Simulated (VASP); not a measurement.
Runs of VASP 6.6.1 on Cs. The structure is that of space group Fm-3m (No. 225), or close to it. The cells are those of the table. 

```tsv
cell	k mesh	smearing	gap on the mesh (eV)	pressure (GPa)
a = 5.584, b = 5.584, c = 5.695 Å, angles 59.3, 59.3, 58.7°, 1 atom	5 × 5 × 5	fermi-dirac 0.05 eV	none	-0.2
a = 5.584 Å, angles 60.0°, 1 atom	6 × 6 × 6	gaussian 0.05 eV	none	-0.2
a = 5.508 Å, angles 60.0°, 1 atom	6 × 6 × 6	fermi-dirac 0.05 eV	none	(a)
a = 3.579 Å, angles 60.0°, 1 atom	6 × 6 × 6	fermi-dirac 0.05 eV	none	10.4
a = 5.584 Å, angles 60.0°, 1 atom	6 × 6 × 6	fermi-dirac 0.05 eV	none	-0.2
```

Alike in all rows: task single point; level PBEsol; potentials or basis VASP PAW PBE potentials, release 64 (Cs_sv); no spin polarisation; cutoff (eV) 520.

Q: Fill in the values left out.

A: (a) -0.1.

Caveats: the PAW data sets were made with another functional, which shifts forces and pressure a little; spin-orbit coupling is left out, which moves the levels of the heavy elements.

A k mesh can miss the band edges, and the runs leave out spin-orbit coupling on Cs.

A gap of «none» marks levels without a gap at the run's occupations.
